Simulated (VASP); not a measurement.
# Pd in VASP: a series of runs, part 2 of 3

VASP 6.6.1. Earlier steps stand in the parts before.

**3. Single point, LDA**

Contents of INCAR:

```
SYSTEM = Pd
ALGO = Normal ; EDIFF = 1E-6
ENCUT = 520 ; ISIF = 2
ISMEAR = -1 ; LASPH = .True.
LCHARG = .True. ; LELF = .True.
LREAL = .False. ; LVHAR = .True.
LWAVE = .False. ; NBANDS = 39
NELM = 80 ; PREC = Accurate
SIGMA = 0.05
```

Contents of KPOINTS:

```
k-points
0
Gamma
  10 10 1
  0 0 0
```

Contents of POSCAR:

```
Pd
1.0
    2.7505039575      0.0000000000      0.0000000000
    0.0000000000      2.7505039575      0.0000000000
    0.0000000000      0.0000000000     24.7245000000
Pd
6
Direct
    0.5000000000      0.5000000000      0.3033428381
    0.0000000000      0.0000000000      0.3820057028
    0.5000000000      0.5000000000      0.4606685676
    0.0000000000      0.0000000000      0.5393314324
    0.5000000000      0.5000000000      0.6179942972
    0.0000000000      0.0000000000      0.6966571619
```

Potentials or basis: VASP PAW LDA potentials, release 64 (Pd).

Run with:

```
> cat potpaw_LDA.64/Pd/POTCAR > POTCAR
> mpirun -np 1 vasp_std > vasp.out
```

OUTCAR:

```text
SYSTEM = Pd
   EDIFF = 1E-6
   ENCUT = 520
   ISIF = 2
   ISMEAR = -1
   LASPH = .True.
   LREAL = .False.
   NELM = 80
   PREC = Accurate

 ion  position               nearest neighbor table
   1  0.500  0.500  0.303-   2 2.75   2 2.75   2 2.75   2 2.75
   2  0.000  0.000  0.382-   1 2.75   1 2.75   1 2.75   1 2.75   3 2.75   3 2.75   3 2.75   3 2.75

   3  0.500  0.500  0.461-   4 2.75   4 2.75   4 2.75   4 2.75   2 2.75   2 2.75   2 2.75   2 2.75

   4  0.000  0.000  0.539-   3 2.75   3 2.75   3 2.75   3 2.75   5 2.75   5 2.75   5 2.75   5 2.75

   5  0.500  0.500  0.618-   6 2.75   6 2.75   6 2.75   6 2.75   4 2.75   4 2.75   4 2.75   4 2.75

   6  0.000  0.000  0.697-   5 2.75   5 2.75   5 2.75   5 2.75

  LATTYP: Found a simple tetragonal cell.
 ALAT       =     2.7505039575
 C/A-ratio  =     8.9890799584

  Lattice vectors:

 A1 = (   2.7505039575,   0.0000000000,   0.0000000000)
 A2 = (   0.0000000000,   2.7505039575,   0.0000000000)
 A3 = (   0.0000000000,   0.0000000000,  24.7245000000)

Analysis of symmetry for initial positions (statically):
=====================================================================
 Subroutine PRICEL returns:
 Original cell was already a primitive cell.

 Routine SETGRP: Setting up the symmetry group for a
 simple tetragonal supercell.

 Subroutine GETGRP returns: Found 16 space group operations
 (whereof  8 operations were pure point group operations)
 out of a pool of 16 trial point group operations.

The static configuration has the point symmetry C_4v.
 The point group associated with its full space group is D_4h.

Analysis of symmetry for dynamics (positions and initial velocities):
=====================================================================
 Subroutine PRICEL returns:
 Original cell was already a primitive cell.

 Routine SETGRP: Setting up the symmetry group for a
 simple tetragonal supercell.

 Subroutine GETGRP returns: Found 16 space group operations
 (whereof  8 operations were pure point group operations)
 out of a pool of 16 trial point group operations.

The dynamic configuration has the point symmetry C_4v.
 The point group associated with its full space group is D_4h.

 Subroutine INISYM returns: Found 16 space group operations
 (whereof  8 operations are pure point group operations),
 and found     1 'primitive' translations

----------------------------------------------------------------------------------------

                                     Primitive cell

  volume of cell :     187.0476

  direct lattice vectors                    reciprocal lattice vectors
     2.750503957  0.000000000  0.000000000     0.363569737  0.000000000  0.000000000
     0.000000000  2.750503957  0.000000000     0.000000000  0.363569737  0.000000000
     0.000000000  0.000000000 24.724500000     0.000000000  0.000000000  0.040445712

  length of vectors
     2.750503957  2.750503957 24.724500000     0.363569737  0.363569737  0.040445712

  position of ions in fractional coordinates (direct lattice)
     0.500000000  0.500000000  0.303342838
     0.000000000  0.000000000  0.382005703
     0.500000000  0.500000000  0.460668568
     0.000000000  0.000000000  0.539331432
     0.500000000  0.500000000  0.617994297
     0.000000000  0.000000000  0.696657162
[... 33 lines left out ...]

 Found     21 irreducible k-points:

 Following reciprocal coordinates:
            Coordinates               Weight
  0.000000  0.000000  0.000000      1.000000
  0.100000  0.000000  0.000000      4.000000
  0.200000  0.000000  0.000000      4.000000
  0.300000  0.000000  0.000000      4.000000
  0.400000  0.000000  0.000000      4.000000
  0.500000  0.000000  0.000000      2.000000
[... 13 lines left out ...]
  0.500000  0.400000  0.000000      4.000000
  0.500000  0.500000  0.000000      1.000000
   k-points           NKPTS =     21   k-points in BZ     NKDIM =     21   number of bands    NBANDS=     39
   number of dos      NEDOS =    301   number of ions     NIONS =      6
   total plane-waves  NPLWV =  76800
   dimension x,y,z NGX =    20 NGY =   20 NGZ =  192
   dimension x,y,z NGXF=    40 NGYF=   40 NGZF=  384
   ions per type =               6
   NGX,Y,Z   is equivalent  to a cutoff of  12.09, 12.09, 12.91 a.u.
   NGXF,Y,Z  is equivalent  to a cutoff of  24.18, 24.18, 25.82 a.u.
 SYSTEM =  Pd
   PREC   = accura    normal or accurate (medium, high low for compatibility)
   ISTART =      0    job   : 0-new  1-cont  2-samecut
   ICHARG =      2    charge: 1-file 2-atom 10-const
   ISPIN  =      1    spin polarized calculation?
   LNONCOLLINEAR =      F non collinear calculations
   LSORBIT =      F    spin-orbit coupling
   LASPH  =      T    aspherical Exc in radial PAW
   ENCUT  =  520.0 eV  38.22 Ry    6.18 a.u.   5.11  5.11 45.97*2*pi/ulx,y,z
   NELM   =     80;   NELMIN=  2; NELMDL= -5     # of ELM steps
   EDIFF  = 0.1E-05   stopping-criterion for ELM
   LREAL  =      F    real-space projection
   EDIFFG = 0.1E-04   stopping-criterion for IOM
   NSW    =      0    number of steps for IOM
   IBRION =     -1    ionic relax: 0-MD 1-quasi-New 2-CG
   NFREE  =      0    steps in history (QN), initial steepest desc. (CG)
   ISIF   =      2    stress and relaxation
   ISYM   =      2    0-nonsym 1-usesym 2-fastsym
   POTIM  = 0.5000    time-step for ionic-motion
   TEBEG  =    0.0;   TEEND  =   0.0 temperature during run
   PSTRESS=    0.0 pullay stress
   NELECT =      60.0000    total number of electrons
   NUPDOWN=      -1.0000    fix difference up-down
   EMIN   =  10.00;   EMAX   =-10.00  energy-range for DOS
   EFERMI =   0.00;   METHOD = LEGACY
   ISMEAR =    -1;   SIGMA  =   0.05  broadening in eV -4-tet -1-fermi 0-gaus
   EFERMI_NEDOS =   21; number of points for ismear=-14 and -15
   IALGO  =     38    algorithm
   IMIX   =      4    mixing-type and parameters
     AMIX     =   0.40;   BMIX     =  1.00
     AMIX_MAG =   1.60;   BMIX_MAG =  1.00
  volume/ion in A,a.u.               =      31.17       210.38
  Fermi-wavevector in a.u.,A,eV,Ry     =   1.120662  2.117744 17.087323  1.255883
  Thomas-Fermi vector in A             =   2.257310
   LORBIT       =      0    0 simple, 1 ext, 2 COOP (PROOUT), +10 PAW based schemes
   GGA     = CA    functional components
   LHFCALC =     F    Hartree Fock is set to
   AEXX    =    0.0000 exact exchange contribution
   IVDW    =     0    specifies the selected vdW correction
   LEPSILON=     F    determine dielectric tensor
   LRPA    =     F    only Hartree local field effects (RPA)
 non-spin polarized calculation
  energy-cutoff  :      520.00
  volume of cell :      187.05
 maximum number of plane-waves:      5072
   NGX = 11   NGY = 11   NGZ = 91

 number of electron      60.0000036 magnetization

 Free energy of the ion-electron system (eV)
  ---------------------------------------------------
  ext. energy  EPLUGINS =         0.00000000
  ---------------------------------------------------
  free energy    TOTEN  =       -36.91426426 eV

  energy without entropy =      -36.80842418  energy(sigma->0) =      -36.86134422

 E-fermi :   1.6546     XC(G=0):  -7.1658

 val. band max:        1.6444473468   @ k =   0.4000   0.0000   0.0000
 cond. band min:       1.6651487268   @ k =   0.5000   0.4000   0.0000
 fundamental gap:      0.0207013800
 Fermi energy:         1.6545986334

 k-point     1 :       0.0000    0.0000    0.0000
  band No.  band energies     occupation
      1      -5.3041      2.00000
      2      -4.4628      2.00000
      3      -3.6497      2.00000
      4      -3.5316      2.00000
      5      -3.3931      2.00000
      6      -3.0470      2.00000
[... 871 lines left out ...]
     38      10.9258      0.00000
     39      12.0367      0.00000

------------------------ aborting loop because EDIFF is reached ----------------------------------------

  FORCE on cell =-STRESS in cart. coord.  units (eV):
  Direction    XX          YY          ZZ          XY          YZ          ZX
  --------------------------------------------------------------------------------------
  -------------------------------------------------------------------------------------
  Total       -6.9012882     -6.9012882     -4.4582017      0.0000000      0.0000000      0.0000000
  in kB      -59.1137734    -59.1137734    -38.1872360      0.0000000      0.0000000      0.0000000
  external PRESSURE =     -52.1382609 kB  Pullay stress =       0.0000000 kB

 VOLUME and BASIS-vectors are now :
 -----------------------------------------------------------------------------
  energy-cutoff  :      520.00
  volume of cell :      187.05
      direct lattice vectors                 reciprocal lattice vectors
     2.750503957  0.000000000  0.000000000     0.363569737  0.000000000  0.000000000
     0.000000000  2.750503957  0.000000000     0.000000000  0.363569737  0.000000000
     0.000000000  0.000000000 24.724500000     0.000000000  0.000000000  0.040445712

 POSITION                                       TOTAL-FORCE (eV/Angst)
 -----------------------------------------------------------------------------------
      1.37525      1.37525      7.50000        -0.000000     -0.000000      0.518424
      0.00000      0.00000      9.44490         0.000000     -0.000000     -0.091905
      1.37525      1.37525     11.38980         0.000000     -0.000000     -0.045652
      0.00000      0.00000     13.33470        -0.000000     -0.000000      0.045652
      1.37525      1.37525     15.27960         0.000000      0.000000      0.091905
      0.00000      0.00000     17.22450         0.000000     -0.000000     -0.518424
 -----------------------------------------------------------------------------------
    total drift:                               -0.000000     -0.000000      0.000000

  FREE ENERGIE OF THE ION-ELECTRON SYSTEM (eV)
  ---------------------------------------------------
  free  energy   TOTEN  =       -36.9142642565 eV

  energy  without entropy=      -36.8084241751  energy(sigma->0) =      -36.86134422
```

Wall time 6.2 min (1 thread of Intel Xeon 8259CL, shared host); peak memory 0.28 GiB.

What came out:

| Property | Result |
| --- | --- |
| Free energy | -36.9143 eV |
| Largest force | 0.518 eV/Å |
| Band gap on the k mesh | zero (bands 30 and 31 overlap by 0.94 eV) |

Forces on the atoms (eV/Å):
```
Pd   0.000  0.000  0.518
Pd   0.000  0.000 -0.092
Pd   0.000  0.000 -0.046
Pd   0.000  0.000  0.046
Pd   0.000  0.000  0.092
Pd   0.000  0.000 -0.518
```

Levels at points of the mesh, in eV from the Fermi level:
```
           k point  band 26  band 27  band 28  band 29  band 30  band 31  band 32  band 33  band 34  band 35
(0.00, 0.00, 0.00)    -0.85    -0.62    -0.31    -0.18    -0.18    -0.04     0.01     0.17     0.19     0.19
(0.50, 0.00, 0.00)    -0.35    -0.33    -0.33    -0.07    -0.07     1.47     1.47     2.11     2.11     2.31
(0.50, 0.50, 0.00)     0.28     0.31     0.31     0.65     0.65     3.93     3.93     5.49     5.49     7.34
```

Caveat: there is no dipole correction, which matters where the two faces differ.

(Continued in part 3 of 3.)

The gap in the log of VASP goes by the Fermi energy; the results here count the filled bands.